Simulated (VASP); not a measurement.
Here is a VASP 6.6.1 calculation.

Contents of INCAR:

```
SYSTEM = TaN
PREC = Accurate
ENCUT = 520
EDIFF = 1E-6
ISMEAR = 0
SIGMA = 0.1
LREAL = .FALSE.
LASPH = .TRUE.
NELM = 80
ALGO = Normal
ISIF = 2
LWAVE = .FALSE.
LCHARG = .FALSE.
GGA = PE
NBANDS = 24
```

File KPOINTS:

```
Automatic mesh
0
G
  6 6 4
  0 0 0
```

File POSCAR:

```
TaN
1.0
    3.8959504000      0.0000000000      0.0000000000
   -1.9479752000      3.3739920200      0.0000000000
    0.0000000000      0.0000000000      3.9207426700
Ta N
2 2
Direct
    0.3333333300      0.6666666700      0.0340170900
    0.6666666700      0.3333333300      0.9659829100
    0.0000000000      0.0000000000      0.6579053700
    0.0000000000      0.0000000000      0.3420946300
```

Potentials or basis: VASP PAW PBE potentials, release 64 (Ta_pv, N).

Run with:

```bash
$ cat potpaw_PBE.64/Ta_pv/POTCAR potpaw_PBE.64/N/POTCAR > POTCAR
$ mpirun -np 1 vasp_std > vasp.out
```

Q: Predict the band gap on the k mesh.

A: Zero (bands 16 and 17 overlap by 0.94 eV).

Q: Estimate the largest force.

A: 2.924 eV/Å.

Q: Estimate the pressure.

A: 35.7 GPa.

Stress tensor (GPa, compression positive):
```
49.75  0.00  0.00
 0.00 49.75  0.00
 0.00  0.00  7.49
```

Caveat: the k points lie up to 0.40 Å⁻¹ apart, too coarse for converged energies and pressures of a metal; the standard files for N, O and F lose accuracy on very short bonds; spin-orbit coupling is left out, which moves the levels of the heavy elements; forces of over 1 eV/Å act on the atoms, so gaps and moduli don't describe the material at rest.
